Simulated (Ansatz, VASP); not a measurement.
**Two plane-wave programs on SiO2**

INCAR

```
PREC = Accurate
ENCUT = 520
EDIFF = 1E-6
ISMEAR = 0
SIGMA = 0.05
LREAL = False
LASPH = True
NELM = 80
ALGO = Normal
ISIF = 2
LWAVE = False
LCHARG = False
GGA = PE
NBANDS = 34
```

KPOINTS

```
Automatic mesh
0
Gamma
  6 6 4
```

Contents of POSCAR:

```
SiO2
1.0
    5.5132877432      0.0000000000      0.0000000000
   -2.7566438716      4.7746472440      0.0000000000
    0.0000000000      0.0000000000      5.1379110507
Si O
3 6
Direct
    0.5000000000      0.0000000000      0.0000000000
    0.5000000000      0.5000000000      0.3333333333
    0.0000000000      0.5000000000      0.6666666667
    0.4159266453      0.2079633227      0.1666666667
    0.2079633227      0.4159266453      0.5000000000
    0.7920366773      0.2079633227      0.8333333333
    0.5840733547      0.7920366773      0.1666666667
    0.7920366773      0.5840733547      0.5000000000
    0.2079633227      0.7920366773      0.8333333333
```

Input for Ansatz:

```yaml
crystal:
  lattice:
    - [5.5132877432, 0.0, 0.0]
    - [-2.7566438716, 4.774647244, 0.0]
    - [0.0, 0.0, 5.1379110507]
  atoms:
    - { symbol: Si, position: [0.5, 0.0, 0.0] }
    - { symbol: Si, position: [0.5, 0.5, 0.3333333333] }
    - { symbol: Si, position: [0.0, 0.5, 0.6666666667] }
    - { symbol: O, position: [0.4159266453, 0.2079633227, 0.1666666667] }
    - { symbol: O, position: [0.2079633227, 0.4159266453, 0.5] }
    - { symbol: O, position: [0.7920366773, 0.2079633227, 0.8333333333] }
    - { symbol: O, position: [0.5840733547, 0.7920366773, 0.1666666667] }
    - { symbol: O, position: [0.7920366773, 0.5840733547, 0.5] }
    - { symbol: O, position: [0.2079633227, 0.7920366773, 0.8333333333] }
basis:
  ecutwfc: 420
kpoints:
  mp_grid: { grid: [6, 6, 4] }
hamiltonian:
  xc: pbe
scf:
  occupations: { method: gaussian, width: 0.05 }
output:
  forces: true
  stress: true
  eigenvalues: true
```

Change from the starting cell: strain +0.080 along x and y, -0.080 along z, atoms carried along.

Alike in both runs: task single point; functional PBE; k mesh 6 × 6 × 4; occupations gaussian, width 0.05 eV; no spin polarisation.

|  | VASP | Ansatz |
| --- | --- | --- |
| version | VASP 6.6.1 | Ansatz 0.2.0 |
| potentials or method | VASP PAW PBE potentials, release 64 (Si, O), cutoff 520 eV | scalar-relativistic, plane waves, PAW |
| valence electrons in the cell | 48 | 48 |

Ansatz gave:

| Property | Result |
| --- | --- |
| gap on the k mesh at the Fermi level (eV) | 4.69 |
| least direct gap on the mesh (eV) | 5.10 |
| pressure (GPa) | -12.1 |
| traceless stress, the component that is largest in VASP (GPa) | 7.34 |
| rms of the force components (eV/Å) | 0.294 |

Task: Estimate VASP's values.

Result: gap on the k mesh at the Fermi level (eV): 4.68; least direct gap on the mesh (eV): 5.09; pressure (GPa): -12.1; traceless stress, the component that is largest in VASP (GPa): 7.34; rms of the force components (eV/Å): 0.301.

Atom by atom the forces differ by 0.007 eV/Å (rms over components).
